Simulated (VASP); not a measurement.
# Bi2Se3 (R-3m) in VASP: single point with LDA

Aim: the single point of Bi2Se3 with LDA.

Program: VASP 6.6.1. These are calculated values, not measurements. Logs are shortened: lines on timing, memory, paths and dates and some standing lists are left out, and cuts for length are marked.

## Step 1: The cell of the first run

The structure is trigonal, space group R-3m (No. 166). Conventional cell: a = 4.143 Å, b = 4.143 Å, c = 28.636 Å, α = 90.00°, β = 90.00°, γ = 120.00°. Within 3.8 Å of Bi (site symmetry 3m) lie 6 Se at 2.85 to 3.07 Å. Within 3.8 Å of Se (site symmetry 3m) lie 3 Bi at 2.85 Å and 3 Se at 3.52 Å. Se (site symmetry -3m) has 6 Bi at 3.07 Å and 12 Se at 4.14 to 4.23 Å within 4.3 Å.

## Step 2: Single point, LDA, non-collinear spin, zero start, spin-orbit coupling

INCAR

```
PREC = Accurate
ENCUT = 520
EDIFF = 1E-6
ISMEAR = -1
SIGMA = 0.05
LREAL = F
LASPH = T
NELM = 150
ALGO = Normal
ISIF = 2
LWAVE = F
LCHARG = F
LNONCOLLINEAR = T
MAGMOM = 0 0 0 0 0 0 0 0 0 0 0 0 0 0 0
LORBIT = 11
LSORBIT = T
GGA_COMPAT = F
LORBMOM = T
GGA = CA
NBANDS = 63
```

KPOINTS

```
regular mesh
0
Gamma
  6 6 6
```

POSCAR

```
Bi2Se3
1.0
    2.0715000000      1.1959810826      9.5453333333
   -2.0715000000      1.1959810826      9.5453333333
    0.0000000000     -2.3919621653      9.5453333333
Bi Se
2 3
Direct
    0.5992000000      0.5992000000      0.5992000000
    0.4008000000      0.4008000000      0.4008000000
    0.7883000000      0.7883000000      0.7883000000
    0.2117000000      0.2117000000      0.2117000000
    0.0000000000      0.0000000000      0.0000000000
```

Potentials or basis: VASP PAW LDA potentials, release 64 (Bi_d, Se).

Command:

```bash
$ cat potpaw_LDA.64/Bi_d/POTCAR potpaw_LDA.64/Se/POTCAR > POTCAR
$ mpirun -np 1 vasp_ncl > vasp.out
```

OUTCAR:

```text
PREC = Accurate
   ENCUT = 520
   EDIFF = 1E-6
   ISMEAR = -1
   LREAL = F
   LASPH = T
   NELM = 150
   ISIF = 2
   LNONCOLLINEAR = T
   LORBIT = 11
   LSORBIT = T
   GGA = CA

 ion  position               nearest neighbor table
   1  0.599  0.599  0.599-   4 2.85   4 2.85   4 2.85   5 3.07   5 3.07   5 3.07
   2  0.401  0.401  0.401-   3 2.85   3 2.85   3 2.85   5 3.07   5 3.07   5 3.07
   3  0.788  0.788  0.788-   2 2.85   2 2.85   2 2.85
   4  0.212  0.212  0.212-   1 2.85   1 2.85   1 2.85
   5  0.000  0.000  0.000-   1 3.07   1 3.07   2 3.07   2 3.07   1 3.07   2 3.07

  LATTYP: Found a trigonal (rhomboedric) cell.
 ALAT       =     9.8404710987
 COS(alpha) =     0.9113725833

  Lattice vectors:

 A1 = (   2.0715000000,   1.1959810826,   9.5453333333)
 A2 = (  -2.0715000000,   1.1959810826,   9.5453333333)
 A3 = (   0.0000000000,  -2.3919621653,   9.5453333333)

Analysis of symmetry for initial positions (statically):
=====================================================================
 Subroutine PRICEL returns:
 Original cell was already a primitive cell.

 Routine SETGRP: Setting up the symmetry group for a
 trigonal (rhombohedral) supercell.

 Subroutine GETGRP returns: Found 12 space group operations
 (whereof 12 operations were pure point group operations)
 out of a pool of 12 trial point group operations.

The static configuration has the point symmetry D_3d.

Analysis of symmetry for dynamics (positions and initial velocities):
=====================================================================
 Subroutine PRICEL returns:
 Original cell was already a primitive cell.

 Routine SETGRP: Setting up the symmetry group for a
 trigonal (rhombohedral) supercell.

 Subroutine GETGRP returns: Found 12 space group operations
 (whereof 12 operations were pure point group operations)
 out of a pool of 12 trial point group operations.

The dynamic configuration has the point symmetry D_3d.

Analysis of structural, dynamic, and magnetic symmetry:
=====================================================================
 Subroutine PRICEL returns:
 Original cell was already a primitive cell.

 Routine SETGRP: Setting up the symmetry group for a
 trigonal (rhombohedral) supercell.

 Subroutine GETGRP returns: Found 12 space group operations
 (whereof 12 operations were pure point group operations)
 out of a pool of 12 trial point group operations.

The overall configuration has the point symmetry D_3d.

 Subroutine INISYM returns: Found 12 space group operations
 (whereof 12 operations are pure point group operations),
 and found     1 'primitive' translations

[... 1707 lines left out ...]
  free  energy   TOTEN  =       -24.7815617090 eV

  energy  without entropy=      -24.7806261621  energy(sigma->0) =      -24.78109394

 orbital moment (x)

 # of ion     p       d       tot
 ----------------------------------------
  1        -0.000   0.000  -0.000
  2        -0.000   0.000  -0.000
  3         0.000   0.000   0.000
  4         0.000   0.000   0.000
  5         0.000  -0.000  -0.000
 ----------------------------------------
            0.000   0.000   0.000

 orbital moment (y)

 # of ion     p       d       tot
 ----------------------------------------
  1        -0.000   0.000   0.000
  2         0.000   0.000   0.000
  3         0.000   0.000   0.000
  4         0.000  -0.000   0.000
  5         0.000   0.000   0.000
 ----------------------------------------
            0.000   0.000   0.000

 orbital moment (z)

 # of ion     p       d       tot
 ----------------------------------------
  1         0.000  -0.000  -0.000
  2        -0.000   0.000  -0.000
  3         0.000   0.000   0.000
  4         0.000   0.000   0.000
  5         0.000  -0.000  -0.000
 ----------------------------------------
           -0.000   0.000  -0.000

 Spin-Orbit-Coupling matrix elements

 Ion:    1  E_soc:     -1.3809410
 l=   1
     0.0000000    -0.1645790    -0.1620641
    -0.1645790     0.0000000    -0.1645790
    -0.1620641    -0.1645790     0.0000000
 l=   2
     0.0000000    -0.0132679     0.0000000    -0.0132679    -0.0533255
    -0.0132679     0.0000000    -0.0398408    -0.0131695    -0.0132679
     0.0000000    -0.0398408     0.0000000    -0.0398408     0.0000000
    -0.0132679    -0.0131695    -0.0398408     0.0000000    -0.0132679
    -0.0533255    -0.0132679     0.0000000    -0.0132679     0.0000000
 l=   3
     0.0000000     0.0000000     0.0000000     0.0000000     0.0000000     0.0000000     0.0000000
     0.0000000     0.0000000     0.0000000     0.0000000     0.0000000     0.0000000     0.0000000
     0.0000000     0.0000000     0.0000000     0.0000000     0.0000000     0.0000000     0.0000000
     0.0000000     0.0000000     0.0000000     0.0000000     0.0000000     0.0000000     0.0000000
[... 69 lines left out ...]
 l=   2
     0.0000000     0.0000031     0.0000000     0.0000031     0.0000097
     0.0000031     0.0000000     0.0000086     0.0000016     0.0000031
     0.0000000     0.0000086     0.0000000     0.0000086     0.0000000
     0.0000031     0.0000016     0.0000086     0.0000000     0.0000031
     0.0000097     0.0000031     0.0000000     0.0000031     0.0000000
 l=   3
     0.0000000     0.0000000     0.0000000     0.0000000     0.0000000     0.0000000     0.0000000
     0.0000000     0.0000000     0.0000000     0.0000000     0.0000000     0.0000000     0.0000000
     0.0000000     0.0000000     0.0000000     0.0000000     0.0000000     0.0000000     0.0000000
     0.0000000     0.0000000     0.0000000     0.0000000     0.0000000     0.0000000     0.0000000
     0.0000000     0.0000000     0.0000000     0.0000000     0.0000000     0.0000000     0.0000000
     0.0000000     0.0000000     0.0000000     0.0000000     0.0000000     0.0000000     0.0000000
     0.0000000     0.0000000     0.0000000     0.0000000     0.0000000     0.0000000     0.0000000

 total charge

# of ion       s       p       d       tot
------------------------------------------
    1        1.608   1.110   9.960  12.678
    2        1.608   1.110   9.960  12.678
    3        1.498   2.245   0.023   3.766
    4        1.498   2.245   0.023   3.766
    5        1.481   2.303   0.021   3.804
--------------------------------------------------
tot          7.694   9.013  19.987  36.694

 magnetization (x)

# of ion       s       p       d       tot
------------------------------------------
    1        0.000  -0.000   0.000  -0.000
    2        0.000  -0.000   0.000  -0.000
    3        0.000  -0.000   0.000  -0.000
    4        0.000  -0.000   0.000  -0.000
    5       -0.000   0.000   0.000   0.000
--------------------------------------------------
tot         -0.000  -0.000   0.000  -0.000

 magnetization (y)

# of ion       s       p       d       tot
------------------------------------------
    1        0.000   0.000  -0.000  -0.000
    2        0.000   0.000   0.000   0.000
    3        0.000   0.000   0.000   0.000
    4        0.000   0.000   0.000   0.000
    5       -0.000   0.000   0.000  -0.000
--------------------------------------------------
tot         -0.000   0.000   0.000  -0.000

 magnetization (z)

# of ion       s       p       d       tot
------------------------------------------
    1        0.000   0.000   0.000   0.000
    2        0.000   0.000   0.000   0.000
    3        0.000   0.000   0.000   0.000
    4        0.000   0.000   0.000   0.000
    5        0.000   0.000   0.000   0.000
--------------------------------------------------
tot          0.000   0.000   0.000   0.000
```

OSZICAR:

```text
N       E                     dE             d eps       ncg     rms          rms(c)
DAV:   1     0.507112539181E+03    0.50711E+03   -0.22128E+04  4032   0.158E+03
DAV:   2     0.515126093440E+02   -0.45560E+03   -0.43487E+03  4176   0.415E+02
DAV:   3    -0.206367369505E+02   -0.72149E+02   -0.68559E+02  4840   0.181E+02
DAV:   4    -0.252008558371E+02   -0.45641E+01   -0.44419E+01  4760   0.453E+01
DAV:   5    -0.253914833879E+02   -0.19063E+00   -0.18982E+00  5234   0.954E+00    0.503E+00
DAV:   6    -0.247903680202E+02    0.60112E+00   -0.78130E-01  5255   0.631E+00    0.309E+00
DAV:   7    -0.247854966232E+02    0.48714E-02   -0.28966E-01  4568   0.237E+00    0.164E+00
DAV:   8    -0.247822365458E+02    0.32601E-02   -0.35733E-02  4744   0.121E+00    0.633E-01
DAV:   9    -0.247815633070E+02    0.67324E-03   -0.29369E-03  5301   0.387E-01    0.216E-01
DAV:  10    -0.247815568953E+02    0.64117E-05   -0.58981E-04  4650   0.133E-01    0.621E-02
DAV:  11    -0.247815569145E+02   -0.19199E-07   -0.59054E-05  5693   0.582E-02    0.266E-02
DAV:  12    -0.247815609495E+02   -0.40350E-05   -0.20749E-05  4614   0.258E-02    0.991E-03
DAV:  13    -0.247815617090E+02   -0.75946E-06   -0.78027E-06  4026   0.165E-02
   1 F= -.24781562E+02 E0= -.24781094E+02  d E =-.935547E-03  mag=     0.0000     0.0000     0.0000
```

Run time: 87 min. Hardware: 1 thread of Oxide Virtual Turin-like, shared host; peak memory 1.9 GiB.

Results:

| Property | Result |
| --- | --- |
| Free energy | -24.7816 eV |
| Pressure | -1.3 GPa |
| Largest force | 0.216 eV/Å |
| Net moment | 0.00 μB per cell |
| Valence electrons inside the program's atomic spheres | Bi 12.68; Se 3.77, 3.80 (each value once) |

Forces on the atoms (eV/Å):
```
Bi   0.000  0.000  0.216
Bi   0.000  0.000 -0.216
Se   0.000  0.000  0.160
Se   0.000  0.000 -0.160
Se   0.000  0.000  0.000
```

Stress tensor (GPa, compression positive):
```
-1.27  0.00  0.00
 0.00 -1.27  0.00
 0.00  0.00 -1.49
```

Moments on the atoms (μB; x, y, z):
```
Bi  0.00 0.00 0.00
Bi  0.00 0.00 0.00
Se  0.00 0.00 0.00
Se  0.00 0.00 0.00
Se  0.00 0.00 0.00
```
